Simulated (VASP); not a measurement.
Si7C, 8 atoms in the cell. Symmetry: Cm, No. 8, monoclinic system. Conventional cell: a = 12.063 Å, b = 3.605 Å, c = 6.306 Å, α = 90.00°, β = 100.14°, γ = 90.00°. Within 2.5 Å of C (site symmetry m) lie 4 Si at 1.90 to 2.07 Å. Si (site symmetry m) has 4 Si at 2.27 to 2.32 Å within 3.0 Å. Within 3.1 Å of Si (site symmetry m) lie 4 Si at 2.32 to 2.43 Å. Within 3.0 Å of Si (site symmetry m) lie 4 Si at 2.27 to 2.33 Å. Within 2.6 Å of Si (site symmetry m) lie 1 C at 1.93 Å and 3 Si at 2.33 to 2.34 Å. Within 2.5 Å of Si (site symmetry m) lie 1 C at 1.90 Å and 3 Si at 2.28 to 2.29 Å. Within 2.7 Å of Si (site symmetry m) lie 2 C at 2.07 Å and 2 Si at 2.32 to 2.43 Å. Si (site symmetry m) has 4 Si at 2.27 to 2.32 Å within 3.0 Å. 

| Item | Value |
| --- | --- |
| Program | VASP 6.6.1 |
| Task | single point |
| Functional | LDA |
| Potentials or basis | VASP PAW LDA potentials, release 64 (C, Si) |
| Cutoff | 600 eV |
| k mesh | 10 × 10 × 6 |
| Occupations | gaussian, width 0.1 eV |
| Spin | no spin polarisation |
| Dipole correction | no |
| Further INCAR settings | ALGO = Normal; EDIFF = 1e-06; NBANDS = 26 |

Potentials or basis: VASP PAW LDA potentials, release 64 (C, Si).

The run is started by

```bash
$ cat potpaw_LDA.64/C/POTCAR potpaw_LDA.64/Si/POTCAR > POTCAR
$ mpirun -np 1 vasp_std > vasp.out
```

Hardware: 1 thread of Oxide Virtual Turin-like Processor, on a shared host.

Problem. Estimate the wall time of this run.

Solution. Wall time 16 min on 1 thread of Oxide Virtual Turin-like Processor, on a shared host, peak memory 0.58 GiB. Counts: scf iterations 15, k points 172.
